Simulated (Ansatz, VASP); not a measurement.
**Two plane-wave programs on Ga3Se**

Contents of INCAR:

```
SYSTEM = Ga3Se
PREC = Accurate
ENCUT = 600
EDIFF = 1E-7
ISMEAR = -1
SIGMA = 0.05
LREAL = .FALSE.
LASPH = .TRUE.
NELM = 100
ALGO = Normal
ISIF = 3
LWAVE = .FALSE.
LCHARG = .FALSE.
GGA = RP
IBRION = 2
NSW = 60
EDIFFG = -0.01
```

File KPOINTS:

```
Automatic mesh
0
G
  6 6 6
  0 0 0
```

POSCAR

```
Ga3Se
1.0
    4.4324650000      0.0000000000      0.0000000000
    0.0000000000      4.4324650000      0.0000000000
    0.0000000000      0.0000000000      4.4324650000
Se Ga
1 3
Direct
    0.0000000000      0.0000000000      0.0000000000
    0.5000000000      0.5000000000      0.0000000000
    0.5000000000      0.0000000000      0.5000000000
    0.0000000000      0.5000000000      0.5000000000
```

input.yaml

```yaml
crystal:
  lattice:
    - [4.432465, 0.0, 0.0]
    - [0.0, 4.432465, 0.0]
    - [0.0, 0.0, 4.432465]
  atoms:
    - { symbol: Se, position: [0.0, 0.0, 0.0] }
    - { symbol: Ga, position: [0.5, 0.5, 0.0] }
    - { symbol: Ga, position: [0.5, 0.0, 0.5] }
    - { symbol: Ga, position: [0.0, 0.5, 0.5] }
hamiltonian:
  xc: rpbe
  pseudopotentials: { kind: paw }
kpoints:
  mp_grid: { grid: [6, 6, 6] }
scf:
  occupations: { method: fermi_dirac, width: 0.05 }
output:
  forces: true
  stress: true
  eigenvalues: true
relax:
  f_tol: 0.01
  max_steps: 40
  cell: { stress_tol: 0.05 }
```

Alike in both runs: task relaxation of cell and atoms; functional RPBE; k mesh 6 × 6 × 6; occupations fermi-dirac, width 0.05 eV; no spin polarisation.

```csv
,VASP,Ansatz
version,VASP 6.6.1,Ansatz 0.2.0
potentials or method,"VASP PAW PBE potentials, release 64 (Se, Ga_d)",Ansatz PAW
plane-wave cutoff (eV),600,420
valence electrons in the cell,45,55
```

Ansatz gave:

* gap on the k mesh at the Fermi level, each at its own relaxed structure (eV): none
* relaxed volume (Å³/atom): 22.40
* relaxed cell length with the largest relative difference (Å): 4.475

Problem. Which values does VASP return?

Solution. gap on the k mesh at the Fermi level, each at its own relaxed structure (eV): none; relaxed volume (Å³/atom): 22.46; relaxed cell length with the largest relative difference (Å): 4.479.

VASP's potentials were made for PBE, not for RPBE. A gap of «none» marks a metal or a gap that the smearing closes. VASP's potentials hold 45 valence electrons a cell and Ansatz's 55, so a difference there can come from the potentials and not from the codes.

Noted on Ansatz's run: the plane-wave basis is chosen anew once the cell has moved, so the energies of steps on either side of that aren't comparable.
